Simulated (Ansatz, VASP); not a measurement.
AlB2P3: VASP beside Ansatz

File INCAR:

```
PREC = Accurate
ENCUT = 520
EDIFF = 1E-7
ISMEAR = 0
SIGMA = 0.1
LREAL = False
LASPH = True
NELM = 60
ALGO = Normal
ISIF = 2
LWAVE = False
LCHARG = True
GGA = PE
LELF = True
LVHAR = True
NBANDS = 21
```

The input KPOINTS:

```
regular mesh
0
Gamma
  6 6 4
```

File POSCAR:

```
AlB2P3
1.0
    4.2553427000      0.0000000000      0.0000000000
   -2.1276713500      3.6852348800      0.0000000000
    0.0000000000      0.0000000000      7.1389378100
Al B P
1 2 3
Direct
    0.0000000000      0.0000000000      0.0000000000
    0.3333333300      0.6666666700      0.5000000000
    0.6666666700      0.3333333300      0.5000000000
    0.3333333300      0.6666666700      0.0000000000
    0.6666666700      0.3333333300      0.0000000000
    0.0000000000      0.0000000000      0.5000000000
```

Input for Ansatz:

```yaml
crystal:
  lattice:
    - [4.2553427, 0.0, 0.0]
    - [-2.12767135, 3.68523488, 0.0]
    - [0.0, 0.0, 7.13893781]
  atoms:
    - { symbol: Al, position: [0.0, 0.0, 0.0] }
    - { symbol: B, position: [0.33333333, 0.66666667, 0.5] }
    - { symbol: B, position: [0.66666667, 0.33333333, 0.5] }
    - { symbol: P, position: [0.33333333, 0.66666667, 0.0] }
    - { symbol: P, position: [0.66666667, 0.33333333, 0.0] }
    - { symbol: P, position: [0.0, 0.0, 0.5] }
basis:
  ecutwfc: 420
kpoints:
  mp_grid: { grid: [6, 6, 4] }
hamiltonian:
  xc: pbe
scf:
  occupations: { method: gaussian, width: 0.1 }
  lower_state_search: "off"
output:
  forces: true
  stress: true
  eigenvalues: true
```

Alike in both runs: task single point; functional PBE; k mesh 6 × 6 × 4; occupations gaussian, width 0.1 eV; no spin polarisation.

|  | VASP | Ansatz |
| --- | --- | --- |
| version | VASP 6.6.1 | Ansatz 0.2.0 |
| potentials or method | VASP PAW PBE potentials, release 64 (Al, B, P), cutoff 520 eV | scalar-relativistic, plane waves, PAW |
| valence electrons in the cell | 24 | 24 |

```tsv
	VASP	Ansatz	Ansatz less VASP
gap on the k mesh at the Fermi level (eV)	none	none	-
pressure (GPa)	-7.8	-7.7	+0.09
traceless stress, the component that is largest in VASP (GPa)	2.91	2.83	-0.072
```

A gap of «none» marks a metal or a gap that the smearing closes.
